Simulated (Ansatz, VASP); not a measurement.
**Two plane-wave programs on Sn**

```
Sn
1.0
    -1.74514    1.74507    2.11092
     1.74514   -1.74507    2.11092
     1.74514    1.74507   -2.11092
Sn
1
Direct
  0.00000 0.00000 0.00000
```

Alike in both runs: functional LDA; k mesh 16 × 16 × 16; occupations gaussian, width 0.1 eV; no spin polarisation.

Ansatz relaxed the structure, and its values are those at the end. VASP's run is a single point on that final structure, the one shown.

```csv
,VASP,Ansatz
version,VASP 6.6.1,Ansatz 0.2.0
potentials or method,"VASP PAW LDA potentials, release 64 (Sn_d), cutoff 520 eV","scalar-relativistic, plane waves, PAW"
valence electrons in the cell,14,14
```

|  | VASP | Ansatz | Ansatz less VASP |
| --- | --- | --- | --- |
| gap on the k mesh at the Fermi level (eV) | none | none | - |
| pressure (GPa) | 0.0 | 0.0 | -0.03 |

LDA's correlation is that of Perdew and Zunger in VASP and of Perdew and Wang (1992) in Ansatz. A gap of «none» marks a metal or a gap that the smearing closes.
